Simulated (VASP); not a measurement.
A run of VASP 6.6.1 is set up as follows.

INCAR

```
SYSTEM = Si12Cl
  ALGO = Normal
  DIPOL = 0.5 0.5 0.298
  EDIFF = 1E-6
  ENCUT = 400
  GGA = PE
  GGA_COMPAT = .False.
  IDIPOL = 3
  ISIF = 2
  ISMEAR = 0
  ISPIN = 2
  IVDW = 12
  LASPH = .True.
  LCHARG = .False.
  LDIPOL = .True.
  LORBIT = 11
  LREAL = .False.
  LWAVE = .False.
  MAGMOM = 0 0 0 0 0 0 0 0 0 0 0 0 1
  NBANDS = 44
  NELM = 200
  NELMDL = -8
  PREC = Accurate
  SIGMA = 0.05
```

KPOINTS

```
k-points
0
Gamma
  4 5 1
  0 0 0
```

Contents of POSCAR:

```
Si12Cl
1.0
    7.6666885535      0.0000000000      0.0000000000
    0.0000000000      5.4211674654      0.0000000000
    0.0000000000      0.0000000000     20.6877549460
Si Cl
12 1
Direct
    0.2500000000      0.0000000000      0.1933510915
    0.7500000000      0.0000000000      0.1933510915
    0.0000000000      0.2500000000      0.1933510915
    0.5000000000      0.2500000000      0.1933510915
    0.0000000000      0.5038841205      0.2835647299
    0.5000000000      0.5038841205      0.2835647299
    0.2500000000      0.7461158795      0.2835647299
    0.7500000000      0.7461158795      0.2835647299
    0.2500000000      0.0086034149      0.3716089525
    0.7500000000      0.0086034149      0.3716089525
    0.0000000000      0.2413965851      0.3716089525
    0.5000000000      0.2413965851      0.3716089525
    0.2500000000      0.1752700816      0.4779520529
```

Potentials or basis: VASP PAW PBE potentials, release 64 (Si, Cl).

Command:

```bash
$ cat potpaw_PBE.64/Si/POTCAR potpaw_PBE.64/Cl/POTCAR > POTCAR
$ mpirun -np 1 vasp_std > vasp.out
```

(1) What does it give for the site moments?

(2) Predict the dispersion energy per atom.

(3) Predict the net moment.

Answers

(1) Si +0.02, +0.13, +0.03, +0.01, +0.00, -0.00 (each value once); Cl +0.01 μB.

(2) -0.239 eV.

(3) 0.89 μB per cell.
